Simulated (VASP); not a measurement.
# SnO2 in VASP: a series of runs, part 2 of 2

VASP 6.6.1. The steps go on from the part before.

### Step 3. Relaxation of shape and atoms at fixed volume, PBE (volume scaled by 0.94)

Input file INCAR:

```
  PREC = Accurate
  ENCUT = 600
  EDIFF = 1E-6
  ISMEAR = 0
  SIGMA = 0.02
  LREAL = False
  LASPH = True
  NELM = 100
  ALGO = Normal
  ISIF = 4
  LWAVE = False
  LCHARG = False
  GGA = PE
  IBRION = 2
  NSW = 50
  EDIFFG = -0.01
```

Input file KPOINTS:

```
Automatic mesh
0
Gamma
  6 6 8
```

Input file POSCAR:

```
SnO2
1.0
    4.7170821702      0.0000000000      0.0000000000
    0.0000000000      4.7176516680      0.0000000000
    0.0000000000      0.0000000000      3.1875863880
Sn O
2 4
Direct
    0.5000000000      0.5000000000      0.5000000000
    0.0000000000      0.0000000000      0.0000000000
    0.3059337438      0.3060794781      0.0000000000
    0.8059337438      0.1939205219      0.5000000000
    0.1940662562      0.8060794781      0.5000000000
    0.6940662562      0.6939205219      0.0000000000
```

Potentials or basis: VASP PAW PBE potentials, release 64 (Sn_d, O).

Launch:

```bash
> cat potpaw_PBE.64/Sn_d/POTCAR potpaw_PBE.64/O/POTCAR > POTCAR
> mpirun -np 1 vasp_std > vasp.out
```

It took 4.5 min on 1 thread of Intel Xeon Platinum 8488C (Sapphire Rapids), shared host; peak memory 0.32 GiB.

Results (log left out):

* Free energy: -37.1353 eV
* Energy gained by relaxing: 0.6 meV/atom
* Ionic steps: 4
* Pressure after relaxing: 12.7 GPa
* Largest force after relaxing: 0.009 eV/Å
* Band gap on the k mesh: 1.30 eV, direct

Forces on the atoms (eV/Å):
```
Sn   0.000  0.000  0.000
Sn   0.000  0.000  0.000
O    0.006  0.006  0.000
O    0.006 -0.006  0.000
O   -0.006  0.006  0.000
O   -0.006 -0.006  0.000
```

Stress tensor (GPa, compression positive):
```
12.71  0.00  0.00
 0.00 12.71  0.00
 0.00  0.00 12.82
```

The path:
```
step  energy change (eV)  largest force (eV/Å)  pressure (GPa)  volume (Å³)
   1              0.0000                0.1196           13.16        70.94
   2             -0.0030                0.0689           12.69        70.94
   3             -0.0032                0.0325           12.78        70.94
   4             -0.0034                0.0086           12.75        70.94
```

Final structure:
```xyz
6
Lattice="4.7049 0.0000 0.0000 0.0000 4.7054 0.0000 0.0000 0.0000 3.2041" Properties=species:S:1:pos:R:3 pbc="T T T"
Sn    2.3525    2.3527    1.6021
Sn    0.0000    0.0000    0.0000
O     1.4370    1.4378    0.0000
O     3.7895    0.9149    1.6021
O     0.9155    3.7906    1.6021
O     3.2679    3.2676    3.2041
```

Levels at points of the mesh, in eV from the valence-band top:
```csv
k point,band 22,band 23,band 24,band 25,band 26,band 27,band 28,band 29,band 30,band 31
"(0.00, 0.00, 0.00)",-1.26,-1.26,-0.78,-0.78,0.00,1.30,6.17,6.29,6.29,10.46
"(0.50, 0.00, 0.00)",-1.99,-1.21,-1.21,-0.62,-0.62,4.52,4.52,7.07,7.07,11.19
"(0.00, 0.50, 0.00)",-1.99,-1.21,-1.21,-0.62,-0.62,4.52,4.52,7.07,7.07,11.19
"(0.50, 0.50, 0.00)",-2.04,-1.35,-1.35,-0.89,-0.89,4.93,4.93,7.55,7.55,11.20
"(0.00, 0.00, 0.50)",-2.65,-1.69,-1.69,-1.26,-1.26,6.27,6.27,9.85,9.85,10.62
"(0.50, 0.00, 0.50)",-1.75,-1.11,-1.11,-0.67,-0.67,6.57,6.57,8.20,8.20,11.01
"(0.00, 0.50, 0.50)",-1.75,-1.11,-1.11,-0.67,-0.67,6.57,6.57,8.20,8.20,11.01
"(0.50, 0.50, 0.50)",-2.33,-0.95,-0.95,-0.83,-0.83,4.92,4.92,8.98,8.98,11.02
```

Caveat: the cell differs from its parent crystal (volume scaled by 0.94); spin-orbit coupling is left out, which moves the levels of the heavy elements.

### Step 4. Single point, PBE

This run uses another cell than the first one, of 12.59 Å³/atom, 1.065 times its volume.

Input file INCAR:

```
ALGO     = Normal         # electronic algorithm
EDIFF    = 1E-6           # SCF threshold, eV
ENCUT    = 520            # plane-wave cutoff, eV
GGA      = PE             # functional
ISIF     = 2              # what is computed and relaxed
ISMEAR   = 0              # smearing method
LASPH    = True           # aspherical terms in the spheres
LCHARG   = True           # write CHGCAR
LELF     = True           # ELF
LREAL    = False          # projectors in reciprocal space
LVHAR    = True         
LWAVE    = False          # write WAVECAR
NBANDS   = 35             # bands
NELM     = 100            # most SCF steps
PREC     = Accurate       # precision mode
SIGMA    = 0.1            # smearing width, eV
```

Input file KPOINTS:

```
k-points
0
Gamma
  4 4 6
```

Input file POSCAR:

```
SnO2
1.0
    4.7880040000      0.0000000000      0.0000000000
    0.0000000000      4.8665820000      0.0000000000
    0.0000000000      0.0000000000      3.2408980000
Sn O
2 4
Direct
    0.5000000000      0.5000000000      0.5000000000
    0.0000000000      0.0000000000      0.0000000000
    0.2918550000      0.3210420000      0.0000000000
    0.7918550000      0.1789580000      0.5000000000
    0.2081450000      0.8210420000      0.5000000000
    0.7081450000      0.6789580000      0.0000000000
```

Launch:

```bash
> cat potpaw_PBE.64/Sn_d/POTCAR potpaw_PBE.64/O/POTCAR > POTCAR
> mpirun -np 1 vasp_std > vasp.out
```

Wall time 41 s (1 thread of Intel Xeon Platinum 8488C (Sapphire Rapids), shared host); peak memory 0.22 GiB.

The run converged. Its results:

* Free energy: -37.2974 eV
* Pressure: 0.0 GPa
* Largest force: 0.065 eV/Å
* Band gap on the k mesh: 0.79 eV, direct

Forces on the atoms (eV/Å):
```
Sn   0.000  0.000  0.000
Sn   0.000  0.000  0.000
O    0.045 -0.047  0.000
O    0.045  0.047  0.000
O   -0.045 -0.047  0.000
O   -0.045  0.047  0.000
```

Stress tensor (GPa, compression positive):
```
 0.16  0.00  0.00
 0.00 -0.05  0.00
 0.00  0.00  0.01
```

Levels at points of the mesh, in eV from the valence-band top:
| k point | band 24 | band 25 | band 26 | band 27 | band 28 | band 29 |
| --- | --- | --- | --- | --- | --- | --- |
| (0.00, 0.00, 0.00) | -0.62 | -0.61 | 0.00 | 0.79 | 5.74 | 6.08 |
| (0.50, 0.00, 0.00) | -1.11 | -0.43 | -0.43 | 3.86 | 3.86 | 6.67 |
| (0.00, 0.50, 0.00) | -1.10 | -0.55 | -0.55 | 4.02 | 4.02 | 7.11 |
| (0.50, 0.50, 0.00) | -1.23 | -0.72 | -0.72 | 4.34 | 4.34 | 7.20 |
| (0.00, 0.00, 0.50) | -1.43 | -1.04 | -1.04 | 5.64 | 5.64 | 9.43 |
| (0.50, 0.00, 0.50) | -0.81 | -0.71 | -0.71 | 5.94 | 5.94 | 7.79 |
| (0.00, 0.50, 0.50) | -1.02 | -0.60 | -0.60 | 5.84 | 5.84 | 7.56 |
| (0.50, 0.50, 0.50) | -0.83 | -0.66 | -0.66 | 4.42 | 4.42 | 8.69 |

Caveat: spin-orbit coupling is left out, which moves the levels of the heavy elements.

### Step 5. Single point, PBE

This run uses another cell than the first one, of 12.58 Å³/atom, 1.064 times its volume.

Input file INCAR:

```
ALGO = Normal ; EDIFF = 1E-7
ENCUT = 520 ; GGA = PE
ISIF = 2 ; ISMEAR = 0
LASPH = True ; LCHARG = False
LREAL = False ; LWAVE = False
NBANDS = 35 ; NELM = 100
PREC = Accurate ; SIGMA = 0.01
```

Input file KPOINTS:

```
k-points
0
Gamma
  6 6 8
```

Input file POSCAR:

```
SnO2
1.0
    4.8265176762      0.0000000000      0.0000000000
    0.0000000000      4.8283676354      0.0000000000
    0.0000000000      0.0000000000      3.2381666376
Sn O
2 4
Direct
    0.5000000000      0.5000000000      0.5000000000
    0.0000000000      0.0000000000      0.0000000000
    0.3064962480      0.3066616298      0.0000000000
    0.8064962480      0.1933383702      0.5000000000
    0.1935037520      0.8066616298      0.5000000000
    0.6935037520      0.6933383702      0.0000000000
```

Launch:

```bash
> cat potpaw_PBE.64/Sn_d/POTCAR potpaw_PBE.64/O/POTCAR > POTCAR
> mpirun -np 1 vasp_std > vasp.out
```

Run time: 3 min. Hardware: 1 thread of AMD EPYC 7R13 (Zen 3), shared host; peak memory 0.26 GiB.

The run converged. Its results:

```yaml
Free_energy: -37.3110 eV
Pressure: 0.6 GPa
Largest_force: 0.017 eV/Å
Band_gap_on_the_k_mesh: 0.67 eV, direct
```

Forces on the atoms (eV/Å):
```
Sn   0.000  0.000  0.000
Sn   0.000  0.000  0.000
O   -0.012 -0.012  0.000
O   -0.012  0.012  0.000
O    0.012 -0.012  0.000
O    0.012  0.012  0.000
```

Stress tensor (GPa, compression positive):
```
0.52 0.00 0.00
0.00 0.49 0.00
0.00 0.00 0.79
```

Levels at points of the mesh, in eV from the valence-band top:
```tsv
k point	band 22	band 23	band 24	band 25	band 26	band 27	band 28	band 29	band 30	band 31
(0.00, 0.00, 0.00)	-1.26	-1.26	-0.74	-0.74	0.00	0.67	5.69	6.06	6.06	10.12
(0.50, 0.00, 0.00)	-1.90	-1.21	-1.21	-0.61	-0.61	3.88	3.88	6.80	6.80	10.40
(0.00, 0.50, 0.00)	-1.90	-1.21	-1.21	-0.61	-0.61	3.88	3.88	6.81	6.81	10.40
(0.50, 0.50, 0.00)	-1.87	-1.33	-1.33	-0.85	-0.85	4.27	4.27	7.15	7.15	10.48
(0.00, 0.00, 0.50)	-2.57	-1.53	-1.53	-1.18	-1.18	5.59	5.59	9.36	9.36	10.31
(0.50, 0.00, 0.50)	-1.66	-1.02	-1.02	-0.75	-0.75	5.85	5.85	7.60	7.60	10.57
(0.00, 0.50, 0.50)	-1.66	-1.02	-1.02	-0.75	-0.75	5.85	5.85	7.60	7.60	10.58
(0.50, 0.50, 0.50)	-2.43	-0.92	-0.92	-0.78	-0.78	4.35	4.35	8.61	8.61	10.57
```

Caveat: spin-orbit coupling is left out, which moves the levels of the heavy elements.

### Step 6. Overview

```csv
task,cell,k mesh,cutoff (eV),smearing,gap on the mesh (eV),pressure (GPa),largest force (eV/Å)
single point,"a = 4.706, b = 4.706, c = 3.203 Å, 6 atoms",6 × 6 × 8,520,gaussian 0.02 eV,1.30,13.0,0.01
relaxation of shape and atoms at fixed volume,"relaxed from a = 4.717, b = 4.718, c = 3.188 Å, 6 atoms",6 × 6 × 8,600,gaussian 0.02 eV,1.30,12.7,0.01
single point,"a = 4.788, b = 4.867, c = 3.241 Å, 6 atoms",4 × 4 × 6,520,gaussian 0.1 eV,0.79,0.0,0.07
single point,"a = 4.827, b = 4.828, c = 3.238 Å, 6 atoms",6 × 6 × 8,520,gaussian 0.01 eV,0.67,0.6,0.02
```

Alike in all rows: level PBE; potentials or basis VASP PAW PBE potentials, release 64 (Sn_d, O); no spin polarisation.

Caveats: spin-orbit coupling is left out, which moves the levels of the heavy elements.

Absolute energies hang on the potentials; compare differences alone.
